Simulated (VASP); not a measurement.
# CuSi (P-6m2) in VASP: further runs, part 2 of 2

VASP 6.6.1.

**5. Single point, PBE**

This run uses another cell than the first one, of 13.23 Å³/atom, 1.019 times its volume.

File INCAR:

```
ALGO     = Normal         # electronic algorithm
EDIFF    = 1E-6           # SCF threshold, eV
ENCUT    = 520            # plane-wave cutoff, eV
GGA      = PE             # functional
ISIF     = 2              # what is computed and relaxed
ISMEAR   = 0              # smearing method
LASPH    = True           # aspherical terms in the spheres
LCHARG   = False          # write CHGCAR
LREAL    = False          # projectors in reciprocal space
LWAVE    = False          # write WAVECAR
NBANDS   = 14             # bands
NELM     = 80             # most SCF steps
PREC     = Accurate       # precision mode
SIGMA    = 0.1            # smearing width, eV
```

File KPOINTS:

```
k-points
0
Gamma
  24 24 14
```

File POSCAR:

```
CuSi
1.0
    2.7626330483      0.0000000000      0.0000000000
   -1.3813165241      2.3925104012      0.0000000000
    0.0000000000      0.0000000000      4.0018451050
Si Cu
1 1
Direct
    0.3333333333      0.6666666667      0.0000000000
    0.6666666667      0.3333333333      0.5000000000
```

Potentials or basis: VASP PAW PBE potentials, release 64 (Si, Cu).

Launch:

```console
$ cat potpaw_PBE.64/Si/POTCAR potpaw_PBE.64/Cu/POTCAR > POTCAR
$ mpirun -np 1 vasp_std > vasp.out
```

OUTCAR:

```text
EDIFF = 1E-6
   ENCUT = 520
   GGA = PE
   ISIF = 2
   ISMEAR = 0
   LASPH = True
   LREAL = False
   NELM = 80
   PREC = Accurate

 ion  position               nearest neighbor table
   1  0.333  0.667  0.000-   2 2.56   2 2.56   2 2.56   2 2.56   2 2.56   2 2.56
   2  0.667  0.333  0.500-   1 2.56   1 2.56   1 2.56   1 2.56   1 2.56   1 2.56

  LATTYP: Found a hexagonal cell.
 ALAT       =     2.7626330483
 C/A-ratio  =     1.4485619462

  Lattice vectors:

 A1 = (   2.7626330483,   0.0000000000,   0.0000000000)
 A2 = (  -1.3813165241,   2.3925104012,   0.0000000000)
 A3 = (   0.0000000000,   0.0000000000,   4.0018451050)

Analysis of symmetry for initial positions (statically):
=====================================================================
 Subroutine PRICEL returns:
 Original cell was already a primitive cell.

 Routine SETGRP: Setting up the symmetry group for a
 hexagonal supercell.

 Subroutine GETGRP returns: Found 12 space group operations
 (whereof 12 operations were pure point group operations)
 out of a pool of 24 trial point group operations.

The static configuration has the point symmetry D_3h.

Analysis of symmetry for dynamics (positions and initial velocities):
=====================================================================
 Subroutine PRICEL returns:
 Original cell was already a primitive cell.

 Routine SETGRP: Setting up the symmetry group for a
 hexagonal supercell.

 Subroutine GETGRP returns: Found 12 space group operations
 (whereof 12 operations were pure point group operations)
 out of a pool of 24 trial point group operations.

The dynamic configuration has the point symmetry D_3h.

 Subroutine INISYM returns: Found 12 space group operations
 (whereof 12 operations are pure point group operations),
 and found     1 'primitive' translations

----------------------------------------------------------------------------------------
[... 116 lines left out ...]
  Thomas-Fermi vector in A             =   2.482182
   LORBIT       =      0    0 simple, 1 ext, 2 COOP (PROOUT), +10 PAW based schemes
   GGA     = PE    functional components
   LHFCALC =     F    Hartree Fock is set to
   AEXX    =    0.0000 exact exchange contribution
   IVDW    =     0    specifies the selected vdW correction
   LEPSILON=     F    determine dielectric tensor
   LRPA    =     F    only Hartree local field effects (RPA)
 non-spin polarized calculation
 Gauss-broadening in eV      SIGMA  =   0.10
  energy-cutoff  :      520.00
  volume of cell :       26.45
 maximum number of plane-waves:       726
 NGX is ok and might be reduce to    24
   NGX = 11   NGY = 11   NGZ = 15

 number of electron      15.0000002 magnetization

 Free energy of the ion-electron system (eV)
  ---------------------------------------------------
  ext. energy  EPLUGINS =         0.00000000
  ---------------------------------------------------
  free energy    TOTEN  =        -8.73194666 eV

  energy without entropy =       -8.72901984  energy(sigma->0) =       -8.73048325

 E-fermi :   9.3920     XC(G=0): -11.8396

 val. band max:        9.3916886079   @ k =   0.1250   0.0417   0.0000
 cond. band min:       9.4023492447   @ k =   0.3750   0.0833   0.1429
 fundamental gap:      0.0106606368
 Fermi energy:         9.3920081074

 k-point     1 :       0.0000    0.0000    0.0000
  band No.  band energies     occupation
      1      -3.8275      2.00000
      2       4.1699      2.00000
      3       5.1971      2.00000
      4       5.6704      2.00000
      5       5.6704      2.00000
      6       6.0681      2.00000
      7       6.0681      2.00000
      8       9.1266      1.99983
      9      18.4552      0.00000
     10      18.4552      0.00000
     11      20.6472      0.00000
     12      20.6472      0.00000
     13      22.7148      0.00000
     14      26.1533      0.00000
[... 377 lines left out ...]
      1       1.6103      2.00000
      2       2.8699      2.00000
      3       4.4897      2.00000
      4       4.8601      2.00000
      5       5.8321      2.00000
      6       6.6071      2.00000
      7       7.2195      2.00000
      8      11.2328      0.00000
      9      12.8099      0.00000
     10      13.2694      0.00000
     11      14.0442      0.00000
     12      15.8447      0.00000
     13      17.7711      0.00000
     14      23.2726      0.00000

 [... further k-points ...]
[... 5 lines left out ...]
  --------------------------------------------------------------------------------------
  -------------------------------------------------------------------------------------
  Total        0.1533022      0.1533022      0.1759410      0.0000000     -0.0000000      0.0000000
  in kB        9.2858519      9.2858519     10.6571320      0.0000000     -0.0000000      0.0000000
  external PRESSURE =       9.7429452 kB  Pullay stress =       0.0000000 kB

 VOLUME and BASIS-vectors are now :
 -----------------------------------------------------------------------------
  energy-cutoff  :      520.00
  volume of cell :       26.45
      direct lattice vectors                 reciprocal lattice vectors
     2.762633048  0.000000000  0.000000000     0.361973517  0.208985507  0.000000000
    -1.381316524  2.392510401  0.000000000     0.000000000  0.417971015  0.000000000
     0.000000000  0.000000000  4.001845105     0.000000000  0.000000000  0.249884734

 POSITION                                       TOTAL-FORCE (eV/Angst)
 -----------------------------------------------------------------------------------
     -0.00000      1.59501      0.00000         0.000000     -0.000000      0.000000
      1.38132      0.79750      2.00092        -0.000000      0.000000      0.000000
 -----------------------------------------------------------------------------------
    total drift:                                0.000000     -0.000000      0.000000

  FREE ENERGIE OF THE ION-ELECTRON SYSTEM (eV)
  ---------------------------------------------------
  free  energy   TOTEN  =        -8.7319466616 eV

  energy  without entropy=       -8.7290198373  energy(sigma->0) =       -8.73048325
```

stdout:

```text
POSCAR found type information on POSCAR SiCu
 POSCAR found :  2 types and       2 ions
 scaLAPACK will be used
 LDA part: xc-table for (Slater+PW92), standard interpolation
 POSCAR, INCAR and KPOINTS ok, starting setup
 FFT: planning ... GRIDC
 FFT: planning ... GRID_SOFT
 FFT: planning ... GRID
 WAVECAR not read
 entering main loop
```

Run time: 2.8 min. Hardware: 1 thread of AMD EPYC 9R45 (Zen 5), shared host; peak memory 0.26 GiB.

What came out:

```yaml
Free_energy: -8.7319 eV
Pressure: 1.0 GPa
```

Stress tensor (GPa, compression positive):
```
0.93 0.00 0.00
0.00 0.93 0.00
0.00 0.00 1.07
```

**6. Relaxation of cell and atoms, PBE**

File INCAR:

```
SYSTEM = CuSi
PREC = Accurate
ENCUT = 600
EDIFF = 1E-6
ISMEAR = 0
SIGMA = 0.1
LREAL = .FALSE.
LASPH = .TRUE.
NELM = 80
ALGO = Normal
ISIF = 3
LWAVE = .FALSE.
LCHARG = .FALSE.
GGA = PE
IBRION = 2
NSW = 100
EDIFFG = -0.01
```

File KPOINTS:

```
regular mesh
0
G
  24 24 14
  0 0 0
```

File POSCAR:

```
CuSi
1.0
    2.6388807663      0.0000000000      0.0000000000
   -1.3194403831      2.2853377812      0.0000000000
    0.0000000000      0.0000000000      4.3031298813
Si Cu
1 1
Direct
    0.3333333333      0.6666666667      0.0000000000
    0.6666666667      0.3333333333      0.5000000000
```

Potentials or basis: VASP PAW PBE potentials, release 64 (Si, Cu).

Launch:

```console
$ cat potpaw_PBE.64/Si/POTCAR potpaw_PBE.64/Cu/POTCAR > POTCAR
$ mpirun -np 1 vasp_std > vasp.out
```

Run time: 16 min. Hardware: 1 thread of AMD EPYC 9R45 (Zen 5), shared host; peak memory 0.29 GiB.

The run converged. Its results:

```yaml
Free_energy: -8.7322 eV
Relaxed_volume: 13.26 Å³/atom
Relaxed_cell: a = 2.764 Å, b = 2.764 Å, c = 4.008 Å, α = 90.00°, β = 90.00°, γ = 120.00°
Space_group_after_relaxing_to_0.05_Å: P-6m2 (No. 187)
Energy_gained_by_relaxing: 9.4 meV/atom
Ionic_steps: 11
Pressure_after_relaxing: 0.0 GPa
```

Step by step:
| step | energy change (eV) | largest force (eV/Å) | pressure (GPa) | volume (Å³) |
| --- | --- | --- | --- | --- |
| 1 | 0.0000 | 0.0000 | 0.89 | 25.95 |
| 2 | -0.0034 | 0.0000 | -0.22 | 26.22 |
| 3 | -0.0043 | 0.0000 | -2.20 | 26.73 |
| 4 | -0.0047 | 0.0000 | -1.59 | 26.56 |
| 5 | -0.0068 | 0.0000 | -1.41 | 26.53 |
| 6 | -0.0130 | 0.0000 | -0.88 | 26.46 |
| 7 | -0.0180 | 0.0000 | 0.79 | 26.28 |
| 8 | -0.0180 | 0.0000 | 0.99 | 26.26 |
| 9 | -0.0183 | 0.0000 | 0.35 | 26.50 |
| 10 | -0.0185 | 0.0000 | 0.57 | 26.41 |
| 11 | -0.0188 | 0.0000 | -0.04 | 26.52 |

Final structure:
```
Si Cu
1.0
     2.76403    0.00000    0.00000
    -1.38201    2.39372    0.00000
     0.00000    0.00000    4.00823
Si Cu
1 1
Cartesian
  0.0000 1.5958 0.0000
  1.3820 0.7979 2.0041
```

Levels at points of the mesh, in eV from the Fermi level:
```tsv
k point	band 4	band 5	band 6	band 7	band 8	band 9	band 10	band 11
(0.00, 0.00, 0.00)	-3.70	-3.70	-3.31	-3.31	-0.28	9.06	9.06	11.26
(0.50, 0.00, 0.00)	-4.52	-3.52	-2.76	-2.17	1.87	3.59	4.17	4.54
(0.00, 0.00, 0.50)	-3.69	-3.69	-3.36	-3.36	7.46	9.08	9.38	9.38
(0.50, 0.00, 0.50)	-3.75	-3.65	-2.76	-2.76	-1.97	0.34	5.52	7.29
```

**7. Overview**

| task | cell | k mesh | cutoff (eV) | gap on the mesh (eV) | pressure (GPa) | relaxed volume (Å³/atom) |
| --- | --- | --- | --- | --- | --- | --- |
| single point | a = 2.639, b = 2.639, c = 4.303 Å, angles 90.0, 90.0, 120.0°, 2 atoms | 6 × 6 × 4 | 520 | none | 0.1 | - |
| single point | a = 2.795, b = 2.795, c = 4.564 Å, angles 90.0, 90.0, 120.0°, 2 atoms | 6 × 6 × 4 | 520 | none | -13.5 | - |
| relaxation of cell and atoms | relaxed from a = 2.795, b = 2.795, c = 4.564 Å, angles 90.0, 90.0, 120.0°, 2 atoms | 6 × 6 × 4 | 600 | none | 0.1 | 13.00 |
| single point | a = 2.763, b = 2.763, c = 4.002 Å, angles 90.0, 90.0, 120.0°, 2 atoms | 24 × 24 × 14 | 520 | none | 1.0 | - |
| relaxation of cell and atoms | relaxed from a = 2.639, b = 2.639, c = 4.303 Å, angles 90.0, 90.0, 120.0°, 2 atoms | 24 × 24 × 14 | 600 | none | 0.0 | 13.26 |

Alike in all rows: level PBE; potentials or basis VASP PAW PBE potentials, release 64 (Si, Cu); no spin polarisation; smearing gaussian 0.1 eV.

Caveats: some runs use coarse meshes; the volume moved by over 15 % at a fixed basis, so the end points are rough (some runs).

Absolute energies hang on the potentials; compare differences alone.
